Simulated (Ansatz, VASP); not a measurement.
## Mo in VASP and in Ansatz

INCAR

```
ALGO     = Normal         # electronic algorithm
DIPOL    = 0.5 0.5 0.651
EDIFF    = 1E-6           # SCF threshold, eV
ENCUT    = 400            # plane-wave cutoff, eV
GGA      = PE             # functional
GGA_COMPAT= F            
IDIPOL   = 3            
ISIF     = 2              # what is computed and relaxed
ISMEAR   = 1              # smearing method
LASPH    = T              # aspherical terms in the spheres
LCHARG   = T              # write CHGCAR
LDIPOL   = T            
LELF     = T              # ELF
LREAL    = F              # projectors in reciprocal space
LVACPOTAV= T            
LVHAR    = T            
LWAVE    = F              # write WAVECAR
NBANDS   = 36             # bands
NELM     = 120            # most SCF steps
NELMDL   = -8           
PREC     = Accurate       # precision mode
SIGMA    = 0.1            # smearing width, eV
```

The input KPOINTS:

```
k-points
0
Gamma
  10 10 1
```

Contents of POSCAR:

```
Mo
1.0
    3.2165956272      0.0000000000      0.0000000000
    0.0000000000      3.2165956272      0.0000000000
    0.0000000000      0.0000000000     24.8702485245
Mo
4
Direct
    0.0000000000      0.0000000000      0.5616087493
    0.5000000000      0.5000000000      0.6189002011
    0.0000000000      0.0000000000      0.6859828576
    0.5000000000      0.5000000000      0.7385939870
```

Input for Ansatz:

```yaml
crystal:
  lattice:
    - [3.2165956272, 0.0, 0.0]
    - [0.0, 3.2165956272, 0.0]
    - [0.0, 0.0, 24.8702485245]
  atoms:
    - { symbol: Mo, position: [0.0, 0.0, 0.5616087493] }
    - { symbol: Mo, position: [0.5, 0.5, 0.6189002011] }
    - { symbol: Mo, position: [0.0, 0.0, 0.6859828576] }
    - { symbol: Mo, position: [0.5, 0.5, 0.738593987] }
basis:
  ecutwfc: 420
kpoints:
  mp_grid: { grid: [10, 10, 1] }
hamiltonian:
  xc: pbe
  pseudopotentials: { kind: paw, azcp: { folder: soft_1 } }
scf:
  occupations: { method: methfessel_paxton, width: 0.1 }
  n_extra_bands: 7
  max_iter: 160
output:
  forces: true
  eigenvalues: true
efield:
  axis: 3
  dipole_correction: true
```

Alike in both runs: task single point; functional PBE; k mesh 10 × 10 × 1; occupations methfessel-paxton of order 1, width 0.1 eV; no spin polarisation.

```csv
,VASP,Ansatz
version,VASP 6.6.1,Ansatz 0.2.0
potentials or method,"VASP PAW PBE potentials, release 64 (Mo_sv), cutoff 400 eV","scalar-relativistic, plane waves, PAW"
valence electrons in the cell,56,56
```

```csv
,VASP,Ansatz,Ansatz less VASP
gap on the k mesh at the Fermi level (eV),none,none,-
rms of the force components (eV/Å),0.477,0.485,+0.0080
```

Atom by atom the forces differ by 0.015 eV/Å (rms over components). A gap of «none» marks a metal or a gap that the smearing closes. The functional is the same, so the differences come from potentials, cutoffs and numerics.
